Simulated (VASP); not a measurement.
# AlN in VASP: a series of runs

Runs on AlN. Level: PBE. Tasks: single point.

All numbers are computed with VASP 6.6.1; they aren't measurements. Logs are shortened: lines on timing, memory, paths and dates and some standing lists are left out, and cuts for length are marked.

### 1 The cell of the first run

It takes space group F-43m (No. 216, cubic). The conventional cell has a = 4.239 Å, b = 4.239 Å, c = 4.239 Å, α = 90.00°, β = 90.00°, γ = 90.00°. Within 2.4 Å of Al (site symmetry -43m) lie 4 N at 1.84 Å. Within 2.4 Å of N (site symmetry -43m) lie 4 Al at 1.84 Å.

### 2 Single point, PBE (strain -3.0%)

Contents of INCAR:

```
  ALGO = Normal
  EDIFF = 1E-6
  ENCUT = 520
  GGA = PE
  ISIF = 2
  ISMEAR = 0
  LASPH = T
  LCHARG = F
  LREAL = F
  LWAVE = F
  NBANDS = 11
  NELM = 80
  PREC = Accurate
  SIGMA = 0.01
```

Contents of KPOINTS:

```
k-points
0
Gamma
  6 6 6
```

Contents of POSCAR:

```
AlN
1.0
    0.0000000000      2.1193301204      2.1193301204
    2.1193301204      0.0000000000      2.1193301204
    2.1193301204      2.1193301204      0.0000000000
Al N
1 1
Direct
    0.0000000000      0.0000000000      0.0000000000
    0.2500000000      0.2500000000      0.2500000000
```

Potentials or basis: VASP PAW PBE potentials, release 64 (Al, N).

The run is started by

```
> cat potpaw_PBE.64/Al/POTCAR potpaw_PBE.64/N/POTCAR > POTCAR
> mpirun -np 1 vasp_std > vasp.out
```

OUTCAR:

```text
EDIFF = 1E-6
   ENCUT = 520
   GGA = PE
   ISIF = 2
   ISMEAR = 0
   LASPH = T
   LREAL = F
   NELM = 80
   PREC = Accurate

 ion  position               nearest neighbor table
   1  0.000  0.000  0.000-   2 1.84   2 1.84   2 1.84   2 1.84
   2  0.250  0.250  0.250-   1 1.84   1 1.84   1 1.84   1 1.84

  LATTYP: Found a face centered cubic cell.
 ALAT       =     4.2386602408

  Lattice vectors:

 A1 = (   0.0000000000,   2.1193301204,   2.1193301204)
 A2 = (   2.1193301204,   0.0000000000,   2.1193301204)
 A3 = (   2.1193301204,   2.1193301204,   0.0000000000)

Analysis of symmetry for initial positions (statically):
=====================================================================
 Subroutine PRICEL returns:
 Original cell was already a primitive cell.

 Routine SETGRP: Setting up the symmetry group for a
 face centered cubic supercell.

 Subroutine GETGRP returns: Found 24 space group operations
 (whereof 24 operations were pure point group operations)
 out of a pool of 48 trial point group operations.

The static configuration has the point symmetry T_d .

Analysis of symmetry for dynamics (positions and initial velocities):
=====================================================================
 Subroutine PRICEL returns:
 Original cell was already a primitive cell.

 Routine SETGRP: Setting up the symmetry group for a
 face centered cubic supercell.

 Subroutine GETGRP returns: Found 24 space group operations
 (whereof 24 operations were pure point group operations)
 out of a pool of 48 trial point group operations.

The dynamic configuration has the point symmetry T_d .

 Subroutine INISYM returns: Found 24 space group operations
 (whereof 24 operations are pure point group operations),
 and found     1 'primitive' translations

----------------------------------------------------------------------------------------

                                     Primitive cell

  volume of cell :      19.0382

  direct lattice vectors                    reciprocal lattice vectors
     0.000000000  2.119330120  2.119330120    -0.235923604  0.235923604  0.235923604
     2.119330120  0.000000000  2.119330120     0.235923604 -0.235923604  0.235923604
     2.119330120  2.119330120  0.000000000     0.235923604  0.235923604 -0.235923604

  length of vectors
     2.997185399  2.997185399  2.997185399     0.408631669  0.408631669  0.408631669

  position of ions in fractional coordinates (direct lattice)
     0.000000000  0.000000000  0.000000000
     0.250000000  0.250000000  0.250000000

  ion indices of the primitive-cell ions
   primitive index   ion index
                 1           1
                 2           2

----------------------------------------------------------------------------------------

 KPOINTS: k-points

Automatic generation of k-mesh.
 Grid dimensions read from file:
 generate k-points for:    6    6    6

 Generating k-lattice:

  Cartesian coordinates                     Fractional coordinates (reciprocal lattice)
    -0.039320601  0.039320601  0.039320601     0.166666667  0.000000000  0.000000000
     0.039320601 -0.039320601  0.039320601     0.000000000  0.166666667  0.000000000
     0.039320601  0.039320601 -0.039320601     0.000000000  0.000000000  0.166666667

  Length of vectors
     0.068105278  0.068105278  0.068105278

  Shift w.r.t. Gamma in fractional coordinates (k-lattice)
     0.000000000  0.000000000  0.000000000

 Subroutine IBZKPT returns following result:
 ===========================================

 Found     16 irreducible k-points:

 Following reciprocal coordinates:
            Coordinates               Weight
  0.000000  0.000000  0.000000      1.000000
  0.166667  0.000000  0.000000      8.000000
  0.333333  0.000000  0.000000      8.000000
  0.500000  0.000000  0.000000      4.000000
  0.166667  0.166667  0.000000      6.000000
  0.333333  0.166667  0.000000     24.000000
[... 8 lines left out ...]
 -0.333333  0.333333  0.166667     24.000000
 -0.333333  0.500000  0.166667     12.000000
   k-points           NKPTS =     16   k-points in BZ     NKDIM =     16   number of bands    NBANDS=     11
   number of dos      NEDOS =    301   number of ions     NIONS =      2
   total plane-waves  NPLWV =  13824
   dimension x,y,z NGX =    24 NGY =   24 NGZ =   24
   dimension x,y,z NGXF=    48 NGYF=   48 NGZF=   48
   ions per type =               1   1
   NGX,Y,Z   is equivalent  to a cutoff of  13.31, 13.31, 13.31 a.u.
   NGXF,Y,Z  is equivalent  to a cutoff of  26.62, 26.62, 26.62 a.u.
 SYSTEM =  unknown system
   PREC   = accura    normal or accurate (medium, high low for compatibility)
   ISTART =      0    job   : 0-new  1-cont  2-samecut
   ICHARG =      2    charge: 1-file 2-atom 10-const
   ISPIN  =      1    spin polarized calculation?
   LNONCOLLINEAR =      F non collinear calculations
   LSORBIT =      F    spin-orbit coupling
   LASPH  =      T    aspherical Exc in radial PAW
   ENCUT  =  520.0 eV  38.22 Ry    6.18 a.u.   5.57  5.57  5.57*2*pi/ulx,y,z
   NELM   =     80;   NELMIN=  2; NELMDL= -5     # of ELM steps
   EDIFF  = 0.1E-05   stopping-criterion for ELM
   LREAL  =      F    real-space projection
   EDIFFG = 0.1E-04   stopping-criterion for IOM
   NSW    =      0    number of steps for IOM
   IBRION =     -1    ionic relax: 0-MD 1-quasi-New 2-CG
   NFREE  =      0    steps in history (QN), initial steepest desc. (CG)
   ISIF   =      2    stress and relaxation
   ISYM   =      2    0-nonsym 1-usesym 2-fastsym
   POTIM  = 0.5000    time-step for ionic-motion
   TEBEG  =    0.0;   TEEND  =   0.0 temperature during run
   PSTRESS=    0.0 pullay stress
   NELECT =       8.0000    total number of electrons
   NUPDOWN=      -1.0000    fix difference up-down
   EMIN   =  10.00;   EMAX   =-10.00  energy-range for DOS
   EFERMI =   0.00;   METHOD = LEGACY
   ISMEAR =     0;   SIGMA  =   0.01  broadening in eV -4-tet -1-fermi 0-gaus
   EFERMI_NEDOS =   21; number of points for ismear=-14 and -15
   IALGO  =     38    algorithm
   IMIX   =      4    mixing-type and parameters
     AMIX     =   0.40;   BMIX     =  1.00
     AMIX_MAG =   1.60;   BMIX_MAG =  1.00
  volume/ion in A,a.u.               =       9.52        64.24
  Fermi-wavevector in a.u.,A,eV,Ry     =   1.226204  2.317190 20.457412  1.503577
  Thomas-Fermi vector in A             =   2.361214
   LORBIT       =      0    0 simple, 1 ext, 2 COOP (PROOUT), +10 PAW based schemes
   GGA     = PE    functional components
   LHFCALC =     F    Hartree Fock is set to
   AEXX    =    0.0000 exact exchange contribution
   IVDW    =     0    specifies the selected vdW correction
   LEPSILON=     F    determine dielectric tensor
   LRPA    =     F    only Hartree local field effects (RPA)
 non-spin polarized calculation
 Gauss-broadening in eV      SIGMA  =   0.01
  energy-cutoff  :      520.00
  volume of cell :       19.04
 maximum number of plane-waves:       531
 NGX is ok and might be reduce to    24
   NGX = 11   NGY = 11   NGZ = 11

 number of electron       7.9999999 magnetization

 Free energy of the ion-electron system (eV)
  ---------------------------------------------------
  ext. energy  EPLUGINS =         0.00000000
  ---------------------------------------------------
  free energy    TOTEN  =       -14.66770498 eV

  energy without entropy =      -14.66770498  energy(sigma->0) =      -14.66770498

 E-fermi :   6.9941     XC(G=0): -11.3329

 val. band max:        6.8554669391   @ k =   0.0000   0.0000   0.0000
 cond. band min:      10.2124096632   @ k =   0.5000   0.5000   0.0000
 fundamental gap:      3.3569427241
 Fermi energy:         6.9941110606

 k-point     1 :       0.0000    0.0000    0.0000
  band No.  band energies     occupation
      1      -8.6669      2.00000
      2       6.8555      2.00000
      3       6.8555      2.00000
      4       6.8555      2.00000
      5      11.8742      0.00000
      6      20.3343      0.00000
      7      20.3343      0.00000
      8      20.3343      0.00000
      9      25.2793      0.00000
     10      25.2793      0.00000
     11      26.8709      0.00000

 k-point     2 :       0.1667    0.0000    0.0000
  band No.  band energies     occupation
      1      -8.2246      2.00000
      2       4.9559      2.00000
      3       6.7215      2.00000
      4       6.7215      2.00000
      5      13.2662      0.00000
      6      19.3963      0.00000
      7      20.4741      0.00000
      8      20.4741      0.00000
      9      23.4114      0.00000
     10      23.4114      0.00000
     11      25.4132      0.00000

 k-point     3 :       0.3333    0.0000    0.0000
  band No.  band energies     occupation
      1      -7.1118      2.00000
      2       2.0590      2.00000
      3       6.4789      2.00000
      4       6.4789      2.00000
      5      14.6639      0.00000
      6      18.0118      0.00000
      7      19.2305      0.00000
      8      19.2305      0.00000
      9      25.2926      0.00000
     10      25.3492      0.00000
     11      25.3492      0.00000

 k-point     4 :       0.5000    0.0000    0.0000
  band No.  band energies     occupation
      1      -6.3381      2.00000
      2       0.6099      2.00000
      3       6.3684      2.00000
      4       6.3684      2.00000
      5      15.0706      0.00000
      6      17.3489      0.00000
      7      18.5761      0.00000
      8      18.5761      0.00000
      9      26.0970      0.00000
     10      28.1947      0.00000
     11      28.1947      0.00000
[... 127 lines left out ...]
 k-point    14 :       0.5000    0.3333    0.1667
  band No.  band energies     occupation
      1      -6.3119      2.00000
      2       2.3179      2.00000
      3       4.4047      2.00000
      4       5.5756      2.00000
      5      13.5781      0.00000
      6      17.9190      0.00000
      7      18.8540      0.00000
      8      21.2368      0.00000
      9      23.6632      0.00000
     10      28.0272      0.00000
     11      31.2850      0.00000

 k-point    15 :      -0.3333    0.3333    0.1667
  band No.  band energies     occupation
      1      -5.7706      2.00000
      2       1.9414      2.00000
      3       3.7600      2.00000
      4       5.1096      2.00000
      5      13.5882      0.00000
      6      17.7059      0.00000
      7      19.8370      0.00000
      8      20.9459      0.00000
      9      24.9350      0.00000
     10      26.4540      0.00000
     11      32.3783      0.00000

 k-point    16 :      -0.3333    0.5000    0.1667
  band No.  band energies     occupation
      1      -5.5635      2.00000
      2       2.3056      2.00000
      3       3.9067      2.00000
      4       4.1765      2.00000
      5      12.2774      0.00000
      6      17.8044      0.00000
      7      20.7882      0.00000
      8      21.1012      0.00000
      9      24.6392      0.00000
     10      28.1650      0.00000
     11      33.3667      0.00000

------------------------ aborting loop because EDIFF is reached ----------------------------------------

  FORCE on cell =-STRESS in cart. coord.  units (eV):
  Direction    XX          YY          ZZ          XY          YZ          ZX
  --------------------------------------------------------------------------------------
  -------------------------------------------------------------------------------------
  Total        3.2427410      3.2427410      3.2427410     -0.0000000      0.0000000     -0.0000000
  in kB      272.8959086    272.8959086    272.8959086     -0.0000000      0.0000000     -0.0000000
  external PRESSURE =     272.8959086 kB  Pullay stress =       0.0000000 kB

 VOLUME and BASIS-vectors are now :
 -----------------------------------------------------------------------------
  energy-cutoff  :      520.00
  volume of cell :       19.04
      direct lattice vectors                 reciprocal lattice vectors
     0.000000000  2.119330120  2.119330120    -0.235923604  0.235923604  0.235923604
     2.119330120  0.000000000  2.119330120     0.235923604 -0.235923604  0.235923604
     2.119330120  2.119330120  0.000000000     0.235923604  0.235923604 -0.235923604

 POSITION                                       TOTAL-FORCE (eV/Angst)
 -----------------------------------------------------------------------------------
      0.00000      0.00000      0.00000        -0.000000     -0.000000     -0.000000
      1.05967      1.05967      1.05967         0.000000      0.000000      0.000000
 -----------------------------------------------------------------------------------
    total drift:                                0.000000      0.000000      0.000000

  FREE ENERGIE OF THE ION-ELECTRON SYSTEM (eV)
  ---------------------------------------------------
  free  energy   TOTEN  =       -14.6677049767 eV

  energy  without entropy=      -14.6677049767  energy(sigma->0) =      -14.66770498
```

It took 4.7 s on 1 thread of Intel Xeon 6975P-C, shared host; peak memory 0.13 GiB.

Results:

```
Free energy            : -14.6677 eV
Pressure               : 27.3 GPa
Band gap on the k mesh : 3.36 eV, indirect (least direct gap 5.02 eV)
```

Caveat: the k points lie up to 0.43 Å⁻¹ apart; the cell differs from its parent crystal (strain -3.0%).

[end of part 1 of 2]
